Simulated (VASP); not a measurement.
# TaSi2 (P1) in VASP: single point with PBE

Aim: the single point of TaSi2 with PBE.

All numbers are computed with VASP 6.6.1; they aren't measurements. Logs are shortened: lines on timing, memory, paths and dates and some standing lists are left out, and cuts for length are marked.

**1. The cell of the first run**

The typed cell holds 9 atoms: a = 4.831 Å, b = 4.853 Å, c = 6.668 Å, α = 89.86°, β = 88.99°, γ = 119.56°.

**2. Single point, PBE (atoms moved at random and the cell strained at random)**

INCAR reads:

```
ALGO = Fast ; EDIFF = 1E-7
ENCUT = 520 ; GGA = PE
ISIF = 2 ; ISMEAR = 0
LASPH = T ; LCHARG = T
LELF = T ; LREAL = F
LVHAR = T ; LWAVE = F
NBANDS = 38 ; NELM = 60
PREC = Accurate ; SIGMA = 0.15
```

KPOINTS reads:

```
k-points
0
Gamma
  9 9 6
```

POSCAR reads:

```
TaSi2
1.0
    4.8306875758      0.0121464082      0.0426831256
   -2.4048246899      4.2152147033      0.0056337262
    0.0586169212      0.0427762061      6.6679138449
Ta Si
3 6
Direct
    0.5006936927     -0.0279499420      0.4504770731
    0.5203212610      0.5208929070      0.8722425856
   -0.0013667411      0.4910493395      0.1866815510
    0.1329522932      0.3055859153      0.5066562869
    0.8736030265      0.1643183255      0.8392721521
    0.6817134904      0.8767762436      0.1663042377
    0.8957703799      0.7293761470      0.4728531642
    0.1086467890      0.7899506975      0.8393545156
    0.2876658084      0.1500003666      0.1661584338
```

Potentials or basis: VASP PAW PBE potentials, release 64 (Ta_pv, Si).

Run with:

```bash
$ cat potpaw_PBE.64/Ta_pv/POTCAR potpaw_PBE.64/Si/POTCAR > POTCAR
$ mpirun -np 1 vasp_std > vasp.out
```

OUTCAR:

```text
EDIFF = 1E-7
   ENCUT = 520
   GGA = PE
   ISIF = 2
   ISMEAR = 0
   LASPH = T
   LREAL = F
   NELM = 60
   PREC = Accurate

 ion  position               nearest neighbor table
   1  0.501  0.972  0.450-   6 2.22   9 2.52   7 2.56   4 2.69   7 2.70   4 2.84   4 2.96   3 3.00
                             3 3.01   8 3.04   5 3.06   7 3.20   2 3.59
   2  0.520  0.521  0.872-   8 2.48   6 2.49   9 2.50   5 2.73   5 2.74   8 2.88   4 2.96   5 2.98
                             7 3.07   8 3.11   3 3.20   3 3.20   1 3.59
   3  0.999  0.491  0.187-   7 2.40   4 2.53   6 2.60   8 2.63   9 2.64   5 2.71   9 2.79   6 2.88
                             6 2.95   9 2.99   1 3.00   1 3.01   2 3.20   2 3.20
   4  0.133  0.306  0.507-   5 2.45   7 2.46   3 2.53   9 2.61   1 2.69   7 2.82   1 2.84   1 2.96
                             2 2.96
   5  0.874  0.164  0.839-   4 2.45   6 2.49   8 2.57   8 2.67   3 2.71   2 2.73   2 2.74   2 2.98
                             9 3.01   1 3.06
   6  0.682  0.877  0.166-   1 2.22   2 2.49   5 2.49   9 2.55   7 2.56   3 2.60   9 2.81   3 2.88
                             3 2.95   9 3.07   8 3.14
   7  0.896  0.729  0.473-   3 2.40   4 2.46   1 2.56   6 2.56   8 2.63   1 2.70   4 2.82   9 2.82
                             2 3.07   1 3.20
   8  0.109  0.790  0.839-   2 2.48   5 2.57   7 2.63   3 2.63   5 2.67   9 2.67   2 2.88   1 3.04
                             2 3.11   6 3.14
   9  0.288  0.150  0.166-   2 2.50   1 2.52   6 2.55   4 2.61   3 2.64   8 2.67   3 2.79   6 2.81
                             7 2.82   3 2.99   5 3.01   6 3.07

  LATTYP: Found a triclinic cell.
 ALAT       =     4.8741899046
 B/A-ratio  =     0.9956450108
 C/A-ratio  =     1.3680855323
 COS(alpha) =     0.0023767048
 COS(beta)  =     0.0198507083
 COS(gamma) =     0.5067049507

  Lattice vectors:

 A1 = (   2.4258628859,   4.2273611115,   0.0483168518)
 A2 = (  -2.4048246899,   4.2152147033,   0.0056337262)
 A3 = (   0.0586169212,   0.0427762061,   6.6679138449)

Analysis of symmetry for initial positions (statically):
=====================================================================
 Subroutine PRICEL returns:
 Original cell was already a primitive cell.

 Routine SETGRP: Setting up the symmetry group for a
 triclinic supercell.

 Subroutine GETGRP returns: Found  1 space group operations
 (whereof  1 operations were pure point group operations)
 out of a pool of  2 trial point group operations.

The static configuration has the point symmetry C_1 .

Analysis of symmetry for dynamics (positions and initial velocities):
=====================================================================
 Subroutine PRICEL returns:
 Original cell was already a primitive cell.

 Routine SETGRP: Setting up the symmetry group for a
 triclinic supercell.

 Subroutine GETGRP returns: Found  1 space group operations
 (whereof  1 operations were pure point group operations)
 out of a pool of  2 trial point group operations.

The dynamic configuration has the point symmetry C_1 .

 Subroutine INISYM returns: Found  1 space group operations
 (whereof  1 operations are pure point group operations),
 and found     1 'primitive' translations

----------------------------------------------------------------------------------------

                                     Primitive cell

  volume of cell :     135.9533

  direct lattice vectors                    reciprocal lattice vectors
     4.830687576  0.012146408  0.042683126     0.206736040  0.117948543 -0.002574062
    -2.404824690  4.215214703  0.005633726    -0.000582298  0.236905657 -0.001514686
     0.058616921  0.042776206  6.667913845    -0.001322881 -0.000955182  0.149989701

  length of vectors
     4.830891413  4.852962860  6.668308690     0.238029987  0.236911215  0.149998576

  position of ions in fractional coordinates (direct lattice)
     0.500693693  0.972050058  0.450477073
     0.520321261  0.520892907  0.872242586
     0.998633259  0.491049340  0.186681551
     0.132952293  0.305585915  0.506656287
     0.873603026  0.164318325  0.839272152
     0.681713490  0.876776244  0.166304238
     0.895770380  0.729376147  0.472853164
     0.108646789  0.789950697  0.839354516
     0.287665808  0.150000367  0.166158434

  ion indices of the primitive-cell ions
   primitive index   ion index
                 1           1
                 2           2
                 3           3
                 4           4
                 5           5
                 6           6
                 7           7
                 8           8
                 9           9

----------------------------------------------------------------------------------------

 KPOINTS: k-points

Automatic generation of k-mesh.
 Grid dimensions read from file:
 generate k-points for:    9    9    6

 Generating k-lattice:

  Cartesian coordinates                     Fractional coordinates (reciprocal lattice)
     0.022970671  0.013105394 -0.000286007     0.111111111 -0.000000000 -0.000000000
    -0.000064700  0.026322851 -0.000168298    -0.000000000  0.111111111  0.000000000
    -0.000220480 -0.000159197  0.024998283     0.000000000  0.000000000  0.166666667

  Length of vectors
     0.026447776  0.026323468  0.024999763

  Shift w.r.t. Gamma in fractional coordinates (k-lattice)
     0.000000000  0.000000000  0.000000000

 Subroutine IBZKPT returns following result:
 ===========================================

 Found    244 irreducible k-points:

 Following reciprocal coordinates:
            Coordinates               Weight
  0.000000  0.000000  0.000000      1.000000
  0.111111  0.000000 -0.000000      2.000000
  0.222222  0.000000 -0.000000      2.000000
  0.333333  0.000000 -0.000000      2.000000
  0.444444  0.000000 -0.000000      2.000000
 -0.000000  0.111111 -0.000000      2.000000
[... 16 lines left out ...]
 -0.111111  0.222222  0.000000      2.000000
 -0.000000  0.333333  0.000000      2.000000
 [... further k-points ...]
   k-points           NKPTS =    244   k-points in BZ     NKDIM =    244   number of bands    NBANDS=     38
   number of dos      NEDOS =    301   number of ions     NIONS =      9
   total plane-waves  NPLWV =  64800
   dimension x,y,z NGX =    36 NGY =   36 NGZ =   50
   dimension x,y,z NGXF=    72 NGYF=   72 NGZF=  100
   ions per type =               3   6
   NGX,Y,Z   is equivalent  to a cutoff of  12.39, 12.33, 12.47 a.u.
   NGXF,Y,Z  is equivalent  to a cutoff of  24.78, 24.66, 24.93 a.u.
 SYSTEM =  unknown system
   PREC   = accura    normal or accurate (medium, high low for compatibility)
   ISTART =      0    job   : 0-new  1-cont  2-samecut
   ICHARG =      2    charge: 1-file 2-atom 10-const
   ISPIN  =      1    spin polarized calculation?
   LNONCOLLINEAR =      F non collinear calculations
   LSORBIT =      F    spin-orbit coupling
   LASPH  =      T    aspherical Exc in radial PAW
   ENCUT  =  520.0 eV  38.22 Ry    6.18 a.u.   8.98  9.02 12.40*2*pi/ulx,y,z
   NELM   =     60;   NELMIN=  2; NELMDL= -5     # of ELM steps
   EDIFF  = 0.1E-06   stopping-criterion for ELM
   LREAL  =      F    real-space projection
   EDIFFG = 0.1E-05   stopping-criterion for IOM
   NSW    =      0    number of steps for IOM
   IBRION =     -1    ionic relax: 0-MD 1-quasi-New 2-CG
   NFREE  =      0    steps in history (QN), initial steepest desc. (CG)
   ISIF   =      2    stress and relaxation
   ISYM   =      2    0-nonsym 1-usesym 2-fastsym
   POTIM  = 0.5000    time-step for ionic-motion
   TEBEG  =    0.0;   TEEND  =   0.0 temperature during run
   PSTRESS=    0.0 pullay stress
   NELECT =      57.0000    total number of electrons
   NUPDOWN=      -1.0000    fix difference up-down
   EMIN   =  10.00;   EMAX   =-10.00  energy-range for DOS
   EFERMI =   0.00;   METHOD = LEGACY
   ISMEAR =     0;   SIGMA  =   0.15  broadening in eV -4-tet -1-fermi 0-gaus
   EFERMI_NEDOS =   21; number of points for ismear=-14 and -15
   IALGO  =     68    algorithm
   IMIX   =      4    mixing-type and parameters
     AMIX     =   0.40;   BMIX     =  1.00
     AMIX_MAG =   1.60;   BMIX_MAG =  1.00
  volume/ion in A,a.u.               =      15.11       101.94
  Fermi-wavevector in a.u.,A,eV,Ry     =   1.225283  2.315450 20.426689  1.501319
  Thomas-Fermi vector in A             =   2.360327
   LORBIT       =      0    0 simple, 1 ext, 2 COOP (PROOUT), +10 PAW based schemes
   GGA     = PE    functional components
   LHFCALC =     F    Hartree Fock is set to
   AEXX    =    0.0000 exact exchange contribution
   IVDW    =     0    specifies the selected vdW correction
   LEPSILON=     F    determine dielectric tensor
   LRPA    =     F    only Hartree local field effects (RPA)
 non-spin polarized calculation
 RMM-DIIS sequential band-by-band and
 Gauss-broadening in eV      SIGMA  =   0.15
  energy-cutoff  :      520.00
  volume of cell :      135.95
 maximum number of plane-waves:      3685
   NGX = 17   NGY = 19   NGZ = 25

 number of electron      57.0000001 magnetization

 Free energy of the ion-electron system (eV)
  ---------------------------------------------------
  ext. energy  EPLUGINS =         0.00000000
  ---------------------------------------------------
  free energy    TOTEN  =       -68.72475523 eV

  energy without entropy =      -68.68771546  energy(sigma->0) =      -68.70623534

 E-fermi :   8.7816     XC(G=0): -11.8170

 val. band max:        8.7814688421   @ k =  -0.4444   0.4444   0.1667
 cond. band min:       8.7818998636   @ k =   0.1111   0.3333  -0.0000
 fundamental gap:      0.0004310215
 Fermi energy:         8.7816221928

 k-point     1 :       0.0000    0.0000    0.0000
  band No.  band energies     occupation
      1     -25.6337      2.00000
      2     -25.5972      2.00000
      3     -25.5791      2.00000
      4     -25.5165      2.00000
      5     -25.4839      2.00000
      6     -25.4306      2.00000
[... 30 lines left out ...]
     37      11.9117      0.00000
     38      12.5008      0.00000
[... 941 lines left out ...]
     37      12.3396      0.00000
     38      12.5697      0.00000

 [... further k-points ...]

------------------------ aborting loop because EDIFF is reached ----------------------------------------

  FORCE on cell =-STRESS in cart. coord.  units (eV):
  Direction    XX          YY          ZZ          XY          YZ          ZX
  --------------------------------------------------------------------------------------
  -------------------------------------------------------------------------------------
  Total        5.2954914      3.1635348     11.1458645     -1.6014685      1.2048452     -6.8717825
  in kB       62.4061056     37.2815048    131.3513612    -18.8729251     14.1988143    -80.9823213
  external PRESSURE =      77.0129905 kB  Pullay stress =       0.0000000 kB

 VOLUME and BASIS-vectors are now :
 -----------------------------------------------------------------------------
  energy-cutoff  :      520.00
  volume of cell :      135.95
      direct lattice vectors                 reciprocal lattice vectors
     4.830687576  0.012146408  0.042683126     0.206736040  0.117948543 -0.002574062
    -2.404824690  4.215214703  0.005633726    -0.000582298  0.236905657 -0.001514686
     0.058616921  0.042776206  6.667913845    -0.001322881 -0.000955182  0.149989701

 POSITION                                       TOTAL-FORCE (eV/Angst)
 -----------------------------------------------------------------------------------
      0.10749      4.12275      3.03059        -1.823245      1.718040      7.744402
      1.31198      2.23931      5.84118        -1.316531     -1.279149     -3.647891
      3.65414      2.08999      1.29017         0.190457      0.258331     -2.829244
     -0.06293      1.31140      3.38574         1.650179      0.744740      0.582254
      3.87414      0.73915      5.63441        -1.200711     -0.299272     -0.300422
      1.19440      3.71119      1.14294         1.854345     -2.101656     -3.130811
      2.60088      3.10558      3.19529        -2.326862     -0.870286      2.331479
     -1.32565      3.36704      5.60583         2.087270      1.490042     -0.706166
      1.03864      0.64289      1.12105         0.885097      0.339209     -0.043600
 -----------------------------------------------------------------------------------
    total drift:                                0.000038     -0.000037      0.000188

  FREE ENERGIE OF THE ION-ELECTRON SYSTEM (eV)
  ---------------------------------------------------
  free  energy   TOTEN  =       -68.7247552287 eV

  energy  without entropy=      -68.6877154577  energy(sigma->0) =      -68.70623534
```

Wall time 38 min (1 thread of Oxide Virtual Turin-like, shared host); peak memory 0.91 GiB.

What came out:

```yaml
Free_energy: -68.7248 eV
Pressure: 7.7 GPa
Largest_force: 8.140 eV/Å
Band_gap_on_the_k_mesh: zero (an odd number of electrons rules out a gap without spin polarisation)
```

Forces in eV/Å, atoms in the order of the input:
```
Ta  -1.823  1.718  7.744
Ta  -1.317 -1.279 -3.648
Ta   0.190  0.258 -2.829
Si   1.650  0.745  0.582
Si  -1.201 -0.299 -0.300
Si   1.854 -2.102 -3.131
Si  -2.327 -0.870  2.331
Si   2.087  1.490 -0.706
Si   0.885  0.339 -0.044
```

Stress tensor (GPa, compression positive):
```
 6.24 -1.89 -8.10
-1.89  3.73  1.42
-8.10  1.42 13.14
```

Levels at points of the mesh, in eV from the Fermi level:
```tsv
k point	band 26	band 27	band 28	band 29	band 30	band 31
(0.00, 0.00, 0.00)	-1.85	-1.69	-1.26	-0.67	1.00	1.69
(0.00, 0.00, 0.50)	-1.73	-1.63	-0.86	0.99	1.13	1.37
```

Caveat: the cell differs from its parent crystal (atoms moved at random and the cell strained at random); the stress differs along the axes, from 4 to 13 GPa; spin-orbit coupling is left out, which moves the levels of the heavy elements; forces of over 1 eV/Å act on the atoms, so gaps and moduli don't describe the material at rest.
